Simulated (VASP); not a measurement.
Set up this calculation in VASP 6.6.1, as the native input.

| Item | Value |
| --- | --- |
| Task | single point |
| Functional | PBE |
| Dispersion | D3(BJ) |
| Potentials or basis | VASP PAW PBE potentials, release 64 (Te, Mo_sv) |
| Cutoff | 520 eV |
| k mesh | 9 × 9 × 1 |
| Occupations | gaussian, width 0.05 eV |
| Spin | no spin polarisation |
| Dipole correction | yes |
| Further INCAR settings | ALGO = Normal; EDIFF = 1e-06; NBANDS = 35 |

The structure of Te2Mo lies in POSCAR:

```
Te2Mo
1.0
    3.5038817003      0.0000000000      0.0000000000
   -1.7519408501      3.0344505643      0.0000000000
    0.0000000000      0.0000000000     24.7677199090
Te Mo
4 2
Direct
    0.3333333333      0.6666666667      0.1816881011
    0.3333333333      0.6666666667      0.3284056823
    0.3333333333      1.1666666667      0.4749674172
    0.3333333333      1.1666666667      0.6216849983
    0.6666666667      0.3333333333      0.2550468917
    0.0000000000      1.5000000000      0.5483262077
```

This cell differs from its parent crystal: layers slid over each other.

One way to write it, as run:

INCAR

```
PREC = Accurate
ENCUT = 520
EDIFF = 1E-6
ISMEAR = 0
SIGMA = 0.05
LREAL = False
LASPH = True
NELM = 60
ALGO = Normal
ISIF = 2
LWAVE = False
LCHARG = False
LDIPOL = True
IDIPOL = 3
DIPOL = 0.5 0.5 0.402
GGA = PE
IVDW = 12
NBANDS = 35
```

KPOINTS

```
Automatic mesh
0
Gamma
  9 9 1
```

Potentials or basis: VASP PAW PBE potentials, release 64 (Te, Mo_sv).

Run with:

```sh
$ cat potpaw_PBE.64/Te/POTCAR potpaw_PBE.64/Mo_sv/POTCAR > POTCAR
$ mpirun -np 1 vasp_std > vasp.out
```

It gave:

```
Largest force              : 0.069 eV/Å
Band gap on the k mesh     : 1.10 eV (least direct gap 1.15 eV)
Dispersion energy per atom : -0.460 eV
```

Caveat: the cell differs from its parent crystal (layers slid over each other); spin-orbit coupling is left out, which moves the levels of the heavy elements.

Run time: 18 min on 1 thread of Intel Xeon 8259CL, on a shared host, peak memory 0.51 GiB.
